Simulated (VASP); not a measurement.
# C (a cell with a defect) in VASP: a series of runs

The runs below take C (a cell with a defect) through single point, with PBEsol.

All numbers are computed with VASP 6.6.1; they aren't measurements. Logs are shortened: lines on timing, memory, paths and dates and some standing lists are left out, and cuts for length are marked.

## Step 1: The cell of the first run

The cell holds a defect, 15 atoms: a = 5.026 Å, b = 5.026 Å, c = 5.026 Å, α = 60.00°, β = 60.00°, γ = 60.00°.

## Step 2: Single point, PBEsol

File INCAR:

```
  ALGO = Normal
  EDIFF = 1E-6
  ENCUT = 520
  GGA = PS
  ISIF = 2
  ISMEAR = 0
  LASPH = T
  LCHARG = F
  LREAL = Auto
  LWAVE = F
  NBANDS = 43
  NELM = 80
  PREC = Accurate
  SIGMA = 0.05
```

File KPOINTS:

```
k-points
0
Gamma
  6 6 6
```

File POSCAR:

```
C
1.0
    0.0000000000      3.5537981836     -3.5537981836
   -3.5537981836      0.0000000000     -3.5537981836
   -3.5537981836      3.5537981836      0.0000000000
C
15
Direct
    0.2500000000      0.7500000000      0.2500000000
    0.7500000000      0.2500000000      0.2500000000
    0.2500000000      0.2500000000      0.2500000000
    0.7500000000      0.7500000000      0.7500000000
    0.2500000000      0.7500000000      0.7500000000
    0.7500000000      0.2500000000      0.7500000000
    0.2500000000      0.2500000000      0.7500000000
    0.8750000000      0.3750000000      0.3750000000
    0.3750000000      0.3750000000      0.3750000000
    0.8995818137      0.8995818137      0.2789613725
    0.3750000000      0.8750000000      0.3750000000
    0.8750000000      0.3750000000      0.8750000000
    0.3750000000      0.3750000000      0.8750000000
    0.8750000000      0.8750000000      0.8750000000
    0.3750000000      0.8750000000      0.8750000000
```

Potentials or basis: VASP PAW PBE potentials, release 64 (C).

The run is started by

```sh
> cat potpaw_PBE.64/C/POTCAR > POTCAR
> mpirun -np 1 vasp_std > vasp.out
```

OUTCAR:

```text
EDIFF = 1E-6
   ENCUT = 520
   GGA = PS
   ISIF = 2
   ISMEAR = 0
   LASPH = T
   LREAL = Auto
   NELM = 80
   PREC = Accurate

 ion  position               nearest neighbor table
   1  0.250  0.750  0.250-  10 1.49  11 1.54   9 1.54  15 1.54
   2  0.750  0.250  0.250-  10 1.49   8 1.54   9 1.54  12 1.54
   3  0.250  0.250  0.250-   9 1.54   8 1.54  11 1.54  13 1.54
   4  0.750  0.750  0.750-  14 1.54  12 1.54  15 1.54  10 1.93
   5  0.250  0.750  0.750-  15 1.54  13 1.54  14 1.54  11 1.54
   6  0.750  0.250  0.750-  12 1.54   8 1.54  13 1.54  14 1.54
   7  0.250  0.250  0.750-  13 1.54  12 1.54   9 1.54  15 1.54
   8  0.875  0.375  0.375-   2 1.54   3 1.54   6 1.54
   9  0.375  0.375  0.375-   3 1.54   2 1.54   1 1.54   7 1.54
  10  0.900  0.900  0.279-   1 1.49   2 1.49   4 1.93
  11  0.375  0.875  0.375-   1 1.54   3 1.54   5 1.54
  12  0.875  0.375  0.875-   6 1.54   4 1.54   2 1.54   7 1.54
  13  0.375  0.375  0.875-   7 1.54   5 1.54   6 1.54   3 1.54
  14  0.875  0.875  0.875-   4 1.54   5 1.54   6 1.54
  15  0.375  0.875  0.875-   5 1.54   4 1.54   1 1.54   7 1.54

  LATTYP: Found a face centered cubic cell.
 ALAT       =     7.1075963672

  Lattice vectors:

 A1 = (   0.0000000000,   3.5537981836,  -3.5537981836)
 A2 = (  -3.5537981836,   0.0000000000,  -3.5537981836)
 A3 = (  -3.5537981836,   3.5537981836,   0.0000000000)

Analysis of symmetry for initial positions (statically):
=====================================================================
 Subroutine PRICEL returns:
 Original cell was already a primitive cell.

 Routine SETGRP: Setting up the symmetry group for a
 face centered cubic supercell.

 Subroutine GETGRP returns: Found  2 space group operations
 (whereof  2 operations were pure point group operations)
 out of a pool of 48 trial point group operations.

The static configuration has the point symmetry C_1h.

Analysis of symmetry for dynamics (positions and initial velocities):
=====================================================================
 Subroutine PRICEL returns:
 Original cell was already a primitive cell.

 Routine SETGRP: Setting up the symmetry group for a
 face centered cubic supercell.

 Subroutine GETGRP returns: Found  2 space group operations
 (whereof  2 operations were pure point group operations)
 out of a pool of 48 trial point group operations.

The dynamic configuration has the point symmetry C_1h.

 Subroutine INISYM returns: Found  2 space group operations
 (whereof  2 operations are pure point group operations),
 and found     1 'primitive' translations

----------------------------------------------------------------------------------------

                                     Primitive cell

  volume of cell :      89.7653

  direct lattice vectors                    reciprocal lattice vectors
     0.000000000  3.553798184 -3.553798184     0.140694540  0.140694540 -0.140694540
    -3.553798184  0.000000000 -3.553798184    -0.140694540 -0.140694540 -0.140694540
    -3.553798184  3.553798184  0.000000000    -0.140694540  0.140694540  0.140694540

  length of vectors
     5.025829589  5.025829589  5.025829589     0.243690091  0.243690091  0.243690091

  position of ions in fractional coordinates (direct lattice)
     0.250000000  0.750000000  0.250000000
     0.750000000  0.250000000  0.250000000
     0.250000000  0.250000000  0.250000000
     0.750000000  0.750000000  0.750000000
     0.250000000  0.750000000  0.750000000
     0.750000000  0.250000000  0.750000000
     0.250000000  0.250000000  0.750000000
     0.875000000  0.375000000  0.375000000
     0.375000000  0.375000000  0.375000000
     0.899581814  0.899581814  0.278961372
     0.375000000  0.875000000  0.375000000
     0.875000000  0.375000000  0.875000000
     0.375000000  0.375000000  0.875000000
     0.875000000  0.875000000  0.875000000
     0.375000000  0.875000000  0.875000000

  ion indices of the primitive-cell ions
   primitive index   ion index
                 1           1
                 2           2
                 3           3
                 4           4
                 5           5
                 6           6
                 7           7
                 8           8
                 9           9
                10          10
                11          11
                12          12
                13          13
                14          14
                15          15

----------------------------------------------------------------------------------------

 KPOINTS: k-points

Automatic generation of k-mesh.
 Grid dimensions read from file:
 generate k-points for:    6    6    6

 Generating k-lattice:

  Cartesian coordinates                     Fractional coordinates (reciprocal lattice)
     0.023449090  0.023449090 -0.023449090     0.166666667  0.000000000  0.000000000
    -0.023449090 -0.023449090 -0.023449090     0.000000000  0.166666667  0.000000000
    -0.023449090  0.023449090  0.023449090     0.000000000  0.000000000  0.166666667

  Length of vectors
     0.040615015  0.040615015  0.040615015

  Shift w.r.t. Gamma in fractional coordinates (k-lattice)
     0.000000000  0.000000000  0.000000000

 Subroutine IBZKPT returns following result:
 ===========================================

 Found     68 irreducible k-points:

 Following reciprocal coordinates:
            Coordinates               Weight
  0.000000  0.000000  0.000000      1.000000
  0.166667  0.000000  0.000000      4.000000
  0.000000  0.000000  0.166667      2.000000
  0.166667  0.166667  0.166667      2.000000
  0.333333  0.000000  0.000000      4.000000
  0.000000  0.000000  0.333333      2.000000
[... 16 lines left out ...]
  0.166667  0.166667 -0.333333      2.000000
  0.500000  0.333333  0.500000      4.000000
 [... further k-points ...]
   k-points           NKPTS =     68   k-points in BZ     NKDIM =     68   number of bands    NBANDS=     43
   number of dos      NEDOS =    301   number of ions     NIONS =     15
   total plane-waves  NPLWV =  64000
   dimension x,y,z NGX =    40 NGY =   40 NGZ =   40
   dimension x,y,z NGXF=    80 NGYF=   80 NGZF=   80
   ions per type =              15
   NGX,Y,Z   is equivalent  to a cutoff of  13.23, 13.23, 13.23 a.u.
   NGXF,Y,Z  is equivalent  to a cutoff of  26.46, 26.46, 26.46 a.u.
 SYSTEM =  unknown system
   PREC   = accura    normal or accurate (medium, high low for compatibility)
   ISTART =      0    job   : 0-new  1-cont  2-samecut
   ICHARG =      2    charge: 1-file 2-atom 10-const
   ISPIN  =      1    spin polarized calculation?
   LNONCOLLINEAR =      F non collinear calculations
   LSORBIT =      F    spin-orbit coupling
   LASPH  =      T    aspherical Exc in radial PAW
   ENCUT  =  520.0 eV  38.22 Ry    6.18 a.u.   9.34  9.34  9.34*2*pi/ulx,y,z
   NELM   =     80;   NELMIN=  2; NELMDL= -5     # of ELM steps
   EDIFF  = 0.1E-05   stopping-criterion for ELM
   LREAL  =      T    real-space projection
   EDIFFG = 0.1E-04   stopping-criterion for IOM
   NSW    =      0    number of steps for IOM
   IBRION =     -1    ionic relax: 0-MD 1-quasi-New 2-CG
   NFREE  =      0    steps in history (QN), initial steepest desc. (CG)
   ISIF   =      2    stress and relaxation
   ISYM   =      2    0-nonsym 1-usesym 2-fastsym
   POTIM  = 0.5000    time-step for ionic-motion
   TEBEG  =    0.0;   TEEND  =   0.0 temperature during run
   PSTRESS=    0.0 pullay stress
   NELECT =      60.0000    total number of electrons
   NUPDOWN=      -1.0000    fix difference up-down
   EMIN   =  10.00;   EMAX   =-10.00  energy-range for DOS
   EFERMI =   0.00;   METHOD = LEGACY
   ISMEAR =     0;   SIGMA  =   0.05  broadening in eV -4-tet -1-fermi 0-gaus
   EFERMI_NEDOS =   21; number of points for ismear=-14 and -15
   IALGO  =     38    algorithm
   IMIX   =      4    mixing-type and parameters
     AMIX     =   0.40;   BMIX     =  1.00
     AMIX_MAG =   1.60;   BMIX_MAG =  1.00
  volume/ion in A,a.u.               =       5.98        40.38
  Fermi-wavevector in a.u.,A,eV,Ry     =   1.431383  2.704921 27.876392  2.048857
  Thomas-Fermi vector in A             =   2.551125
   LORBIT       =      0    0 simple, 1 ext, 2 COOP (PROOUT), +10 PAW based schemes
   GGA     = PS    functional components
   LHFCALC =     F    Hartree Fock is set to
   AEXX    =    0.0000 exact exchange contribution
   IVDW    =     0    specifies the selected vdW correction
   LEPSILON=     F    determine dielectric tensor
   LRPA    =     F    only Hartree local field effects (RPA)
 non-spin polarized calculation
 Gauss-broadening in eV      SIGMA  =   0.05
  energy-cutoff  :      520.00
  volume of cell :       89.77
 maximum number of plane-waves:      2450
 NGX is ok and might be reduce to    40
   NGX = 19   NGY = 19   NGZ = 19

 number of electron      59.9999993 magnetization

 Free energy of the ion-electron system (eV)
  ---------------------------------------------------
  ext. energy  EPLUGINS =         0.00000000
  ---------------------------------------------------
  free energy    TOTEN  =      -136.46234811 eV

  energy without entropy =     -136.45915973  energy(sigma->0) =     -136.46075392

 E-fermi :   9.5499     XC(G=0): -13.1894

 val. band max:        9.5489787484   @ k =   0.1667   0.1667   0.3333
 cond. band min:       9.5607398030   @ k =   0.1667  -0.3333   0.3333
 fundamental gap:      0.0117610546
 Fermi energy:         9.5499437079

 k-point     1 :       0.0000    0.0000    0.0000
  band No.  band energies     occupation
      1     -12.2590      2.00000
      2      -6.8564      2.00000
      3      -6.8451      2.00000
      4      -6.5328      2.00000
      5      -5.7469      2.00000
      6      -4.6298      2.00000
[... 1069 lines left out ...]
     41      17.8288      0.00000
     42      18.4567      0.00000

 [... further k-points ...]

 [bands above 42 left out]

------------------------ aborting loop because EDIFF is reached ----------------------------------------

  FORCE on cell =-STRESS in cart. coord.  units (eV):
  Direction    XX          YY          ZZ          XY          YZ          ZX
  --------------------------------------------------------------------------------------
  -------------------------------------------------------------------------------------
  Total       -6.0315173     -6.0315173      4.1420354      3.9115110      2.7658785     -2.7658775
  in kB     -107.6536799   -107.6536799     73.9292171     69.8146971     49.3668482    -49.3668302
  external PRESSURE =     -47.1260476 kB  Pullay stress =       0.0000000 kB

 VOLUME and BASIS-vectors are now :
 -----------------------------------------------------------------------------
  energy-cutoff  :      520.00
  volume of cell :       89.77
      direct lattice vectors                 reciprocal lattice vectors
     0.000000000  3.553798184 -3.553798184     0.140694540  0.140694540 -0.140694540
    -3.553798184  0.000000000 -3.553798184    -0.140694540 -0.140694540 -0.140694540
    -3.553798184  3.553798184  0.000000000    -0.140694540  0.140694540  0.140694540

 POSITION                                       TOTAL-FORCE (eV/Angst)
 -----------------------------------------------------------------------------------
     -3.55380      1.77690     -3.55380         1.760164     -0.274469     -1.405135
     -1.77690      3.55380     -3.55380         0.274469     -1.760164     -1.405135
     -1.77690      1.77690     -1.77690         0.007968     -0.007968     -0.929632
     -5.33070      5.33070     -5.33070        -0.199629      0.199629      0.890786
     -5.33070      3.55380     -3.55380         0.338728      0.550206     -0.395032
     -3.55380      5.33070     -3.55380        -0.550206     -0.338728     -0.395032
     -3.55380      3.55380     -1.77690        -0.042965      0.042965     -0.013573
     -2.66535      4.44225     -4.44225         1.819388      1.738309      2.616290
     -2.66535      2.66535     -2.66535         0.001997     -0.001997      0.400227
     -4.18830      4.18830     -6.39386        -4.197286      4.197286      3.198446
     -4.44225      2.66535     -4.44225        -1.738309     -1.819388      2.616290
     -4.44225      6.21915     -4.44225        -0.295276     -1.458406     -1.387189
     -4.44225      4.44225     -2.66535         0.018322     -0.018322      0.072675
     -6.21915      6.21915     -6.21915         1.344230     -1.344230     -2.476795
     -6.21915      4.44225     -4.44225         1.458406      0.295276     -1.387189
 -----------------------------------------------------------------------------------
    total drift:                                0.006664     -0.006664      0.001498

  FREE ENERGIE OF THE ION-ELECTRON SYSTEM (eV)
  ---------------------------------------------------
  free  energy   TOTEN  =      -136.4623481118 eV

  energy  without entropy=     -136.4591597262  energy(sigma->0) =     -136.46075392
```

Wall time 7.6 min (1 thread of AMD EPYC 7R43 (Zen 3), shared host); peak memory 0.27 GiB.

What came out:

* Free energy: -136.4623 eV
* Pressure: -4.7 GPa
* Largest force: 6.743 eV/Å
* Band gap on the k mesh: zero (bands 30 and 31 overlap by 1.70 eV)

Forces on the atoms (eV/Å):
```
C    1.760 -0.274 -1.405
C    0.274 -1.760 -1.405
C    0.008 -0.008 -0.930
C   -0.200  0.200  0.891
C    0.339  0.550 -0.395
C   -0.550 -0.339 -0.395
C   -0.043  0.043 -0.014
C    1.819  1.738  2.616
C    0.002 -0.002  0.400
C   -4.197  4.197  3.198
C   -1.738 -1.819  2.616
C   -0.295 -1.458 -1.387
C    0.018 -0.018  0.073
C    1.344 -1.344 -2.477
C    1.458  0.295 -1.387
```

Stress tensor (GPa, compression positive):
```
-10.77   6.98  -4.94
  6.98 -10.77   4.94
 -4.94   4.94   7.39
```

Caveat: the cell differs from its parent crystal (atoms taken out, atom 10 moved 0.125 of the way to it and -0.350 Å across, host rigid); the PAW data sets were made with another functional, which shifts forces and pressure a little.

[end of part 1 of 2]

The gap in the log of VASP goes by the Fermi energy; the results here count the filled bands.